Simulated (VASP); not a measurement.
The system is La2O3.

```
La O
1.0
     3.93078    0.00000    0.00000
    -1.96539    3.40415    0.00000
     0.00000    0.00000    6.11195
La O
2 3
Cartesian
  0.0000 2.2694 1.5050
  1.9654 1.1347 4.6070
  0.0000 0.0000 0.0000
  0.0000 2.2694 3.9477
  1.9654 1.1347 2.1643
```

| Property | Result |
| --- | --- |
| Program | VASP 6.6.1 |
| Task | relaxation of cell and atoms |
| Functional | LDA |
| Potentials or basis | VASP PAW LDA potentials, release 64 (La, O) |
| Cutoff | 600 eV |
| k mesh | 8 × 8 × 5 |
| Occupations | fermi-dirac, width 0.05 eV |
| Spin | no spin polarisation |
| Hubbard terms | La f U = 1.0 eV |

At the start: pressure -5.7 GPa; volume 16.36 Å³/atom.

How do energy, volume and symmetry change on relaxing?

Over 12 steps the energy falls by 13.0 meV/atom and the volume is 15.61 Å³/atom (-4.5 %); space group P-3m1 (No. 164, to 0.1 Å) before and after.

Step by step:
```tsv
step	energy change (eV)	largest force (eV/Å)	pressure (GPa)	volume (Å³)
1	0.0000	0.1273	-5.66	81.78
2	0.0241	0.7375	7.63	75.13
3	-0.0584	0.2437	-0.14	78.65
4	-0.0584	0.2517	-0.03	78.58
5	-0.0631	0.0409	0.05	78.29
6	-0.0635	0.0400	0.08	78.19
7	-0.0643	0.0431	-0.09	78.24
8	-0.0645	0.0461	-0.23	78.27
9	-0.0647	0.0513	0.23	78.01
10	-0.0647	0.0372	0.10	78.09
11	-0.0649	0.0114	0.05	78.08
12	-0.0649	0.0057	0.03	78.07
```

Final structure:
```xyz
5
Lattice="3.8895 0.0000 0.0000 -1.9448 3.3684 0.0000 0.0000 0.0000 5.9591" Properties=species:S:1:pos:R:3 pbc="T T T"
La    0.0000    2.2456    1.4534
La    1.9448    1.1228    4.5057
O     0.0000    0.0000    0.0000
O     0.0000    2.2456    3.8531
O     1.9448    1.1228    2.1060
```
